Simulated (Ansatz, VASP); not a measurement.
**One calculation of SnSe, two programs**

```
CELL_PARAMETERS angstrom
0.00000 3.02993 3.02993
3.02993 0.00000 3.02993
3.02993 3.02993 0.00000
ATOMIC_POSITIONS crystal
Sn 0.00000 0.00000 0.00000
Se 0.50000 0.50000 0.50000
```

Alike in both runs: task single point; functional r2SCAN; k mesh 8 × 8 × 8; occupations fermi-dirac, width 0.05 eV; no spin polarisation.

|  | VASP | Ansatz |
| --- | --- | --- |
| version | VASP 6.6.1 | Ansatz 0.2.0 |
| potentials or method | VASP PAW PBE potentials, release 64 (Sn_d, Se) | Ansatz PAW |
| plane-wave cutoff (eV) | 520 | 500 |
| valence electrons in the cell | 20 | 30 |

|  | VASP | Ansatz | Ansatz less VASP |
| --- | --- | --- | --- |
| gap on the k mesh at the Fermi level (eV) | 0.37 | 0.37 | 0.000 |
| least direct gap on the mesh (eV) | 0.37 | 0.37 | 0.000 |
| pressure (GPa) | -1.1 | -1.1 | +0.01 |

VASP's potentials were made for PBE, not for r2SCAN. The functional is the same, so the differences come from potentials, cutoffs and numerics. VASP's potentials hold 20 valence electrons a cell and Ansatz's 30, so a difference there can come from the potentials and not from the codes.
